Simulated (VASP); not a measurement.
Write the native input for VASP 6.6.1 that does the following.

* Task: single point
* Functional: r2SCAN
* Potentials or basis: VASP PAW PBE potentials, release 64 (In_d, Pb_d, Ti_sv)
* Cutoff: 520 eV
* k mesh: 4 × 4 × 4
* Occupations: fermi-dirac, width 0.05 eV
* Spin: no spin polarisation
* Dipole correction: no
* Further INCAR settings: ALGO = Normal; EDIFF = 1e-06; NBANDS = 40

Ti3InPb:

```
In Pb Ti
1.0
     5.06732    0.00000    0.00000
     0.00000    5.06732    0.00000
     0.00000    0.00000    5.06732
In Pb Ti
1 1 3
Direct
  0.00000 0.00000 0.00000
  0.50000 0.50000 0.50000
  0.50000 0.50000 0.00000
  0.00000 0.50000 0.50000
  0.50000 0.00000 0.50000
```

These files were run (other wordings do the same):

POSCAR

```
Ti3InPb
1.0
    5.0673230180      0.0000000000      0.0000000000
    0.0000000000      5.0673230180      0.0000000000
    0.0000000000      0.0000000000      5.0673230180
In Pb Ti
1 1 3
Direct
    0.0000000000      0.0000000000      0.0000000000
    0.5000000000      0.5000000000      0.5000000000
    0.5000000000      0.5000000000      0.0000000000
    0.0000000000      0.5000000000      0.5000000000
    0.5000000000      0.0000000000      0.5000000000
```

INCAR.step1

```
ALGO = Normal
EDIFF = 1E-4
ENCUT = 520
GGA = PE
ISMEAR = -1
LASPH = T
LCHARG = F
LREAL = F
LWAVE = T
NBANDS = 40
NELM = 80
PREC = Accurate
SIGMA = 0.05
```

INCAR.step2

```
ALGO = Normal
EDIFF = 1E-6
ENCUT = 520
ISIF = 2
ISMEAR = -1
ISTART = 1
LASPH = T
LCHARG = T
LELF = T
LMIXTAU = T
LREAL = F
LVHAR = T
LWAVE = F
METAGGA = R2SCAN
NBANDS = 40
NELM = 80
PREC = Accurate
SIGMA = 0.05
```

KPOINTS

```
k-points
0
Gamma
  4 4 4
```

Potentials or basis: VASP PAW PBE potentials, release 64 (In_d, Pb_d, Ti_sv).

Run with:

```bash
$ cat potpaw_PBE.64/In_d/POTCAR potpaw_PBE.64/Pb_d/POTCAR potpaw_PBE.64/Ti_sv/POTCAR > POTCAR
$ cp INCAR.step1 INCAR
$ mpirun -np 1 vasp_std > vasp.out
$ cp INCAR.step2 INCAR
$ mpirun -np 1 vasp_std > vasp.out
```

It gave:

```
Pressure : 0.2 GPa
```

Caveat: the PAW data sets were made with another functional, which shifts forces and pressure a little.

It took 93 s on 1 thread of Intel(R) Xeon(R) 6975P-C (Granite Rapids), with other jobs on the host, peak memory 0.27 GiB.
